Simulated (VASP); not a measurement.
Runs of VASP 6.6.1 on AlN (vib). The structure is that of space group P6_3/mmc (No. 194), or close to it. The cells are those of the table. 

| task | cell | k mesh | smearing | gap on the mesh (eV) | pressure (GPa) | relaxed volume (Å³/atom) |
| --- | --- | --- | --- | --- | --- | --- |
| single point | a = 3.274, b = 3.274, c = 4.108 Å, angles 90.0, 90.0, 120.0°, 4 atoms | 9 × 9 × 6 | gaussian 0.1 eV | 3.62 | 0.5 | - |
| single point | a = 3.276, b = 3.276, c = 4.101 Å, angles 90.0, 90.0, 120.0°, 4 atoms | 6 × 6 × 4 | gaussian 0.02 eV | (a) | 0.6 | - |
| relaxation of cell and atoms | relaxed from a = 3.274, b = 3.274, c = 4.108 Å, angles 90.0, 90.0, 120.0°, 4 atoms | 6 × 6 × 4 | gaussian 0.02 eV | 3.61 | 0.0 | 9.55 |
| relaxation of cell and atoms | relaxed from a = 3.312, b = 3.312, c = 4.188 Å, angles 90.0, 90.0, 120.0°, 4 atoms | 9 × 9 × 6 | gaussian 0.1 eV | 3.61 | 0.2 | 9.55 |

Alike in all rows: level LDA; potentials or basis VASP PAW LDA potentials, release 64 (Al, N); no spin polarisation; cutoff (eV) 600.

Task: Estimate the missing entries.

Result: (a) 3.63.

A k mesh can miss the band edges.
